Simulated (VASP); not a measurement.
Crystal: PbSe (Clausthalite).

```
Pb Se
1.0
     0.00000    3.04011    3.04011
     3.04011    0.00000    3.04011
     3.04011    3.04011    0.00000
Pb Se
1 1
Direct
  0.00000 0.00000 0.00000
  0.50000 0.50000 0.50000
```

Base run:

| Item | Value |
| --- | --- |
| Program | VASP 6.6.1 |
| Functional | RPBE |
| Potentials or basis | VASP PAW PBE potentials, release 64 (Pb_d, Se) |
| Cutoff | 520 eV |
| k mesh | 8 × 8 × 8 |
| Occupations | fermi-dirac, width 0.05 eV |
| Spin | no spin polarisation |

Its results: band gap on the k mesh 0.30 eV, direct; pressure 5.4 GPa.

Q: The run is repeated on the same cell with these changes: dispersion from none to D4. What comes out?

A: Band gap on the k mesh 0.30 eV, direct; pressure 1.3 GPa.

Dispersion adds attraction, which lowers the pressure at fixed volume and, as a term added to the energy, leaves the levels alone.

Caveats: the PAW data sets were made with another functional, which shifts forces and pressure a little; spin-orbit coupling is left out, which moves the levels of the heavy elements.

A k mesh can miss the band edges.
